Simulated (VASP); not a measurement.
# ZnS (I-4m2) in VASP: further runs

ZnS is run at these levels: PBE; tasks: single point.

All numbers are computed with VASP 6.6.1; they aren't measurements. Logs are shortened: lines on timing, memory, paths and dates and some standing lists are left out, and cuts for length are marked.

**1. The cell of the first run**

Symmetry: I-4m2, No. 119, tetragonal system. Conventional cell: a = 4.131 Å, b = 4.131 Å, c = 5.409 Å, α = 90.00°, β = 90.00°, γ = 90.00°. Within 3.3 Å of Zn (site symmetry -4m2) lie 4 S at 2.47 Å. S (site symmetry -4m2) has 4 Zn at 2.47 Å within 3.3 Å.

**2. Single point, PBE (strain +0.080 along x and y, +0.000 along z)**

INCAR

```
PREC = Accurate
ENCUT = 520
EDIFF = 1E-6
ISMEAR = 0
SIGMA = 0.05
LREAL = F
LASPH = T
NELM = 80
ALGO = Normal
ISIF = 2
LWAVE = F
LCHARG = F
GGA = PE
NBANDS = 16
```

KPOINTS

```
regular mesh
0
Gamma
  10 10 10
```

POSCAR

```
ZnS
1.0
    0.0000000000      2.9210220000      2.7046500000
    2.9210220000      0.0000000000      2.7046500000
    2.9210220000      2.9210220000      0.0000000000
Zn S
1 1
Direct
    0.0000000000      0.0000000000      0.0000000000
    0.7500000000      0.7500000000      0.7500000000
```

Potentials or basis: VASP PAW PBE potentials, release 64 (Zn, S).

Command:

```sh
> cat potpaw_PBE.64/Zn/POTCAR potpaw_PBE.64/S/POTCAR > POTCAR
> mpirun -np 1 vasp_std > vasp.out
```

OUTCAR:

```text
PREC = Accurate
   ENCUT = 520
   EDIFF = 1E-6
   ISMEAR = 0
   LREAL = F
   LASPH = T
   NELM = 80
   ISIF = 2
   GGA = PE

 ion  position               nearest neighbor table
   1  0.000  0.000  0.000-   2 2.47   2 2.47   2 2.47   2 2.47
   2  0.750  0.750  0.750-   1 2.47   1 2.47   1 2.47   1 2.47

  LATTYP: Found a body centered tetragonal cell.
 ALAT       =     4.1309489284
 C/A-ratio  =     1.3094570022

  Lattice vectors:

 A1 = (   0.0000000000,  -2.9210220000,  -2.7046500000)
 A2 = (   0.0000000000,   2.9210220000,  -2.7046500000)
 A3 = (   2.9210220000,   0.0000000000,   2.7046500000)

Analysis of symmetry for initial positions (statically):
=====================================================================
 Subroutine PRICEL returns:
 Original cell was already a primitive cell.

 Routine SETGRP: Setting up the symmetry group for a
 body centered tetragonal supercell.

 Subroutine GETGRP returns: Found  8 space group operations
 (whereof  8 operations were pure point group operations)
 out of a pool of 16 trial point group operations.

The static configuration has the point symmetry D_2d.

Analysis of symmetry for dynamics (positions and initial velocities):
=====================================================================
 Subroutine PRICEL returns:
 Original cell was already a primitive cell.

 Routine SETGRP: Setting up the symmetry group for a
 body centered tetragonal supercell.

 Subroutine GETGRP returns: Found  8 space group operations
 (whereof  8 operations were pure point group operations)
 out of a pool of 16 trial point group operations.

The dynamic configuration has the point symmetry D_2d.

 Subroutine INISYM returns: Found  8 space group operations
 (whereof  8 operations are pure point group operations),
 and found     1 'primitive' translations

----------------------------------------------------------------------------------------

                                     Primitive cell

  volume of cell :      46.1541

  direct lattice vectors                    reciprocal lattice vectors
     0.000000000  2.921022000  2.704650000    -0.171172966  0.171172966  0.184866803
     2.921022000  0.000000000  2.704650000     0.171172966 -0.171172966  0.184866803
     2.921022000  2.921022000  0.000000000     0.171172966  0.171172966 -0.184866803

[... 75 lines left out ...]
   ISTART =      0    job   : 0-new  1-cont  2-samecut
   ICHARG =      2    charge: 1-file 2-atom 10-const
   ISPIN  =      1    spin polarized calculation?
   LNONCOLLINEAR =      F non collinear calculations
   LSORBIT =      F    spin-orbit coupling
   LASPH  =      T    aspherical Exc in radial PAW
   ENCUT  =  520.0 eV  38.22 Ry    6.18 a.u.   7.40  7.40  7.68*2*pi/ulx,y,z
   NELM   =     80;   NELMIN=  2; NELMDL= -5     # of ELM steps
   EDIFF  = 0.1E-05   stopping-criterion for ELM
   LREAL  =      F    real-space projection
   EDIFFG = 0.1E-04   stopping-criterion for IOM
   NSW    =      0    number of steps for IOM
   IBRION =     -1    ionic relax: 0-MD 1-quasi-New 2-CG
   NFREE  =      0    steps in history (QN), initial steepest desc. (CG)
   ISIF   =      2    stress and relaxation
   ISYM   =      2    0-nonsym 1-usesym 2-fastsym
   POTIM  = 0.5000    time-step for ionic-motion
   TEBEG  =    0.0;   TEEND  =   0.0 temperature during run
   PSTRESS=    0.0 pullay stress
   NELECT =      18.0000    total number of electrons
   NUPDOWN=      -1.0000    fix difference up-down
   EMIN   =  10.00;   EMAX   =-10.00  energy-range for DOS
   EFERMI =   0.00;   METHOD = LEGACY
   ISMEAR =     0;   SIGMA  =   0.05  broadening in eV -4-tet -1-fermi 0-gaus
   EFERMI_NEDOS =   21; number of points for ismear=-14 and -15
   IALGO  =     38    algorithm
   IMIX   =      4    mixing-type and parameters
     AMIX     =   0.40;   BMIX     =  1.00
     AMIX_MAG =   1.60;   BMIX_MAG =  1.00
  volume/ion in A,a.u.               =      23.08       155.73
  Fermi-wavevector in a.u.,A,eV,Ry     =   1.196085  2.260273 19.464762  1.430620
  Thomas-Fermi vector in A             =   2.332034
   LORBIT       =      0    0 simple, 1 ext, 2 COOP (PROOUT), +10 PAW based schemes
   GGA     = PE    functional components
   LHFCALC =     F    Hartree Fock is set to
   AEXX    =    0.0000 exact exchange contribution
   IVDW    =     0    specifies the selected vdW correction
   LEPSILON=     F    determine dielectric tensor
   LRPA    =     F    only Hartree local field effects (RPA)
 non-spin polarized calculation
 Gauss-broadening in eV      SIGMA  =   0.05
  energy-cutoff  :      520.00
  volume of cell :       46.15
 maximum number of plane-waves:      1258
 NGX is ok and might be reduce to    30
   NGX = 15   NGY = 15   NGZ = 15

 number of electron      18.0000004 magnetization

 Free energy of the ion-electron system (eV)
  ---------------------------------------------------
  ext. energy  EPLUGINS =         0.00000000
  ---------------------------------------------------
  free energy    TOTEN  =        -6.69242466 eV

  energy without entropy =       -6.69242466  energy(sigma->0) =       -6.69242466

 E-fermi :   1.1944     XC(G=0):  -8.9182

 val. band max:        0.9101563331   @ k =   0.0000   0.0000   0.0000
 cond. band min:       2.2098681515   @ k =   0.0000   0.0000   0.0000
 fundamental gap:      1.2997118183
 Fermi energy:         1.1943792532

 k-point     1 :       0.0000    0.0000    0.0000
  band No.  band energies     occupation
      1     -11.3853      2.00000
      2      -5.0817      2.00000
      3      -5.0817      2.00000
      4      -5.0484      2.00000
      5      -4.7484      2.00000
      6      -4.7435      2.00000
[... 433 lines left out ...]
      3      -4.9178      2.00000
      4      -4.9067      2.00000
      5      -4.6999      2.00000
      6      -4.6765      2.00000
[... 8 lines left out ...]
     15      13.6360      0.00000
     16      15.6656      0.00000

 [... further k-points ...]
[... 5 lines left out ...]
  --------------------------------------------------------------------------------------
  -------------------------------------------------------------------------------------
  Total       -2.2778403     -2.2778403     -1.4365666      0.0000000      0.0000000      0.0000000
  in kB      -79.0720745    -79.0720745    -49.8684222      0.0000000      0.0000000      0.0000000
  external PRESSURE =     -69.3375237 kB  Pullay stress =       0.0000000 kB

 VOLUME and BASIS-vectors are now :
 -----------------------------------------------------------------------------
  energy-cutoff  :      520.00
  volume of cell :       46.15
      direct lattice vectors                 reciprocal lattice vectors
     0.000000000  2.921022000  2.704650000    -0.171172966  0.171172966  0.184866803
     2.921022000  0.000000000  2.704650000     0.171172966 -0.171172966  0.184866803
     2.921022000  2.921022000  0.000000000     0.171172966  0.171172966 -0.184866803

 POSITION                                       TOTAL-FORCE (eV/Angst)
 -----------------------------------------------------------------------------------
      0.00000      0.00000      0.00000        -0.000000     -0.000000     -0.000000
      4.38153      4.38153      4.05697         0.000000      0.000000      0.000000
 -----------------------------------------------------------------------------------
    total drift:                               -0.000002     -0.000002     -0.000008

  FREE ENERGIE OF THE ION-ELECTRON SYSTEM (eV)
  ---------------------------------------------------
  free  energy   TOTEN  =        -6.6924246627 eV

  energy  without entropy=       -6.6924246627  energy(sigma->0) =       -6.69242466
```

OSZICAR:

```text
N       E                     dE             d eps       ncg     rms          rms(c)
DAV:   1     0.887475152655E+02    0.88748E+02   -0.88235E+03  3264   0.127E+03
DAV:   2    -0.109816663176E+01   -0.89846E+02   -0.84091E+02  3736   0.252E+02
DAV:   3    -0.707623002952E+01   -0.59781E+01   -0.59527E+01  4112   0.629E+01
DAV:   4    -0.714160848785E+01   -0.65378E-01   -0.65366E-01  4152   0.700E+00
DAV:   5    -0.714249156014E+01   -0.88307E-03   -0.88306E-03  4144   0.745E-01    0.523E+00
DAV:   6    -0.670925689965E+01    0.43323E+00   -0.77967E-01  5008   0.277E+01    0.419E+00
DAV:   7    -0.669288785106E+01    0.16369E-01   -0.20408E-01  3920   0.394E+00    0.223E+00
DAV:   8    -0.669189180970E+01    0.99604E-03   -0.49234E-03  4120   0.632E-01    0.520E-01
DAV:   9    -0.669222778669E+01   -0.33598E-03   -0.91754E-04  4024   0.254E-01    0.123E-01
DAV:  10    -0.669241663528E+01   -0.18885E-03   -0.19771E-04  4080   0.118E-01    0.515E-02
DAV:  11    -0.669242252411E+01   -0.58888E-05   -0.27080E-05  4232   0.764E-02    0.547E-03
DAV:  12    -0.669242480481E+01   -0.22807E-05   -0.40513E-06  4040   0.252E-02    0.717E-03
DAV:  13    -0.669242466268E+01    0.14212E-06   -0.58332E-07  3560   0.142E-02
   1 F= -.66924247E+01 E0= -.66924247E+01  d E =-.261221E-18
```

stdout:

```text
POSCAR found type information on POSCAR ZnS
 POSCAR found :  2 types and       2 ions
 scaLAPACK will be used
 LDA part: xc-table for (Slater+PW92), standard interpolation
 POSCAR, INCAR and KPOINTS ok, starting setup
 FFT: planning ... GRIDC
 FFT: planning ... GRID_SOFT
 FFT: planning ... GRID
 WAVECAR not read
 entering main loop
```

Wall time 1.8 min (1 thread of Intel Xeon 8259CL, shared host); peak memory 0.22 GiB.

Results:

* Free energy: -6.6924 eV
* Pressure: -6.9 GPa
* Band gap on the k mesh: 1.30 eV, direct

Levels at points of the mesh, in eV from the valence-band top:
```csv
k point,band 6,band 7,band 8,band 9,band 10,band 11,band 12,band 13
"(0.00, 0.00, 0.00)",-5.65,-0.21,-0.21,0.00,1.30,6.32,6.36,6.36
"(0.50, 0.00, 0.00)",-5.51,-4.46,-0.96,-0.63,2.79,6.56,7.17,8.11
"(0.50, 0.50, 0.00)",-5.44,-3.81,-2.05,-2.05,3.40,3.42,10.31,10.69
"(0.50, 0.00, 0.50)",-5.52,-4.22,-1.76,-1.65,3.69,4.08,9.57,10.40
```

Caveat: the cell differs from its parent crystal (strain +0.080 along x and y, +0.000 along z).

**3. Single point, PBE (strain +0.080 along x and y, +0.040 along z)**

INCAR

```
SYSTEM = ZnS
PREC = Accurate
ENCUT = 520
EDIFF = 1E-6
ISMEAR = 0
SIGMA = 0.05
LREAL = .False.
LASPH = .True.
NELM = 100
ALGO = Normal
ISIF = 2
LWAVE = .False.
LCHARG = .True.
GGA = PE
LELF = .True.
LVHAR = .True.
NBANDS = 16
```

KPOINTS

```
Automatic mesh
0
Gamma
  10 10 10
  0 0 0
```

POSCAR

```
ZnS
1.0
    0.0000000000      2.9210220000      2.8128360000
    2.9210220000      0.0000000000      2.8128360000
    2.9210220000      2.9210220000      0.0000000000
Zn S
1 1
Direct
    0.0000000000      0.0000000000      0.0000000000
    0.7500000000      0.7500000000      0.7500000000
```

Potentials or basis: VASP PAW PBE potentials, release 64 (Zn, S).

Command:

```sh
> cat potpaw_PBE.64/Zn/POTCAR potpaw_PBE.64/S/POTCAR > POTCAR
> mpirun -np 1 vasp_std > vasp.out
```

OUTCAR:

```text
SYSTEM = ZnS
   PREC = Accurate
   ENCUT = 520
   EDIFF = 1E-6
   ISMEAR = 0
   LREAL = .False.
   LASPH = .True.
   NELM = 100
   ISIF = 2
   GGA = PE

 ion  position               nearest neighbor table
   1  0.000  0.000  0.000-   2 2.50   2 2.50   2 2.50   2 2.50
   2  0.750  0.750  0.750-   1 2.50   1 2.50   1 2.50   1 2.50

  LATTYP: Found a body centered tetragonal cell.
 ALAT       =     4.1309489284
 C/A-ratio  =     1.3618352823

  Lattice vectors:

 A1 = (   0.0000000000,  -2.9210220000,  -2.8128360000)
 A2 = (   0.0000000000,   2.9210220000,  -2.8128360000)
 A3 = (   2.9210220000,   0.0000000000,   2.8128360000)

Analysis of symmetry for initial positions (statically):
=====================================================================
 Subroutine PRICEL returns:
 Original cell was already a primitive cell.

 Routine SETGRP: Setting up the symmetry group for a
 body centered tetragonal supercell.

 Subroutine GETGRP returns: Found  8 space group operations
 (whereof  8 operations were pure point group operations)
 out of a pool of 16 trial point group operations.

The static configuration has the point symmetry D_2d.

Analysis of symmetry for dynamics (positions and initial velocities):
=====================================================================
 Subroutine PRICEL returns:
 Original cell was already a primitive cell.

 Routine SETGRP: Setting up the symmetry group for a
 body centered tetragonal supercell.

 Subroutine GETGRP returns: Found  8 space group operations
 (whereof  8 operations were pure point group operations)
 out of a pool of 16 trial point group operations.

The dynamic configuration has the point symmetry D_2d.

 Subroutine INISYM returns: Found  8 space group operations
 (whereof  8 operations are pure point group operations),
 and found     1 'primitive' translations

----------------------------------------------------------------------------------------

[... 106 lines left out ...]
   EFERMI =   0.00;   METHOD = LEGACY
   ISMEAR =     0;   SIGMA  =   0.05  broadening in eV -4-tet -1-fermi 0-gaus
   EFERMI_NEDOS =   21; number of points for ismear=-14 and -15
   IALGO  =     38    algorithm
   IMIX   =      4    mixing-type and parameters
     AMIX     =   0.40;   BMIX     =  1.00
     AMIX_MAG =   1.60;   BMIX_MAG =  1.00
  volume/ion in A,a.u.               =      24.00       161.96
  Fermi-wavevector in a.u.,A,eV,Ry     =   1.180550  2.230916 18.962410  1.393698
  Thomas-Fermi vector in A             =   2.316840
   LORBIT       =      0    0 simple, 1 ext, 2 COOP (PROOUT), +10 PAW based schemes
   GGA     = PE    functional components
   LHFCALC =     F    Hartree Fock is set to
   AEXX    =    0.0000 exact exchange contribution
   IVDW    =     0    specifies the selected vdW correction
   LEPSILON=     F    determine dielectric tensor
   LRPA    =     F    only Hartree local field effects (RPA)
 non-spin polarized calculation
 Gauss-broadening in eV      SIGMA  =   0.05
  energy-cutoff  :      520.00
  volume of cell :       48.00
 maximum number of plane-waves:      1313
   NGX = 15   NGY = 15   NGZ = 15

 number of electron      18.0000017 magnetization

 Free energy of the ion-electron system (eV)
  ---------------------------------------------------
  ext. energy  EPLUGINS =         0.00000000
  ---------------------------------------------------
  free energy    TOTEN  =        -6.62255230 eV

  energy without entropy =       -6.62255230  energy(sigma->0) =       -6.62255230

 E-fermi :   0.7542     XC(G=0):  -8.7405

 val. band max:        0.5540624417   @ k =   0.0000   0.0000   0.0000
 cond. band min:       1.7818455725   @ k =   0.0000   0.0000   0.0000
 fundamental gap:      1.2277831308
 Fermi energy:         0.7542263814

 k-point     1 :       0.0000    0.0000    0.0000
  band No.  band energies     occupation
      1     -11.4822      2.00000
      2      -5.2887      2.00000
      3      -5.2887      2.00000
      4      -5.2723      2.00000
      5      -4.9885      2.00000
      6      -4.9876      2.00000
[... 433 lines left out ...]
      3      -5.1378      2.00000
      4      -5.1260      2.00000
      5      -4.9508      2.00000
      6      -4.9373      2.00000
[... 8 lines left out ...]
     15      13.3463      0.00000
     16      15.0447      0.00000

 [... further k-points ...]
[... 5 lines left out ...]
  --------------------------------------------------------------------------------------
  -------------------------------------------------------------------------------------
  Total       -2.5941788     -2.5941788     -2.1418604      0.0000000     -0.0000000      0.0000000
  in kB      -86.5897369    -86.5897369    -71.4920376      0.0000000     -0.0000000      0.0000000
  external PRESSURE =     -81.5571704 kB  Pullay stress =       0.0000000 kB

 VOLUME and BASIS-vectors are now :
 -----------------------------------------------------------------------------
  energy-cutoff  :      520.00
  volume of cell :       48.00
      direct lattice vectors                 reciprocal lattice vectors
     0.000000000  2.921022000  2.812836000    -0.171172966  0.171172966  0.177756542
     2.921022000  0.000000000  2.812836000     0.171172966 -0.171172966  0.177756542
     2.921022000  2.921022000  0.000000000     0.171172966  0.171172966 -0.177756542

 POSITION                                       TOTAL-FORCE (eV/Angst)
 -----------------------------------------------------------------------------------
      0.00000      0.00000      0.00000        -0.000000     -0.000000     -0.000000
      4.38153      4.38153      4.21925         0.000000      0.000000      0.000000
 -----------------------------------------------------------------------------------
    total drift:                               -0.000005     -0.000005     -0.000007

  FREE ENERGIE OF THE ION-ELECTRON SYSTEM (eV)
  ---------------------------------------------------
  free  energy   TOTEN  =        -6.6225523005 eV

  energy  without entropy=       -6.6225523005  energy(sigma->0) =       -6.62255230
```

It took 2 min on 1 thread of Intel Xeon 8259CL, shared host; peak memory 0.22 GiB.

Results:

| Item | Value |
| --- | --- |
| Free energy | -6.6226 eV |
| Pressure | -8.2 GPa |
| Band gap on the k mesh | 1.23 eV, direct |

Stress tensor (GPa, compression positive):
```
-8.66  0.00  0.00
 0.00 -8.66  0.00
 0.00  0.00 -7.15
```

Levels at points of the mesh, in eV from the valence-band top:
```csv
k point,band 7,band 8,band 9,band 10,band 11,band 12
"(0.00, 0.00, 0.00)",-0.11,-0.11,0.00,1.23,6.36,6.38
"(0.50, 0.00, 0.00)",-4.20,-0.77,-0.61,2.80,6.75,7.02
"(0.50, 0.50, 0.00)",-3.76,-1.77,-1.77,3.63,3.64,9.92
"(0.50, 0.00, 0.50)",-3.96,-1.63,-1.58,3.75,3.96,9.58
```

Caveat: the cell differs from its parent crystal (strain +0.080 along x and y, +0.040 along z).
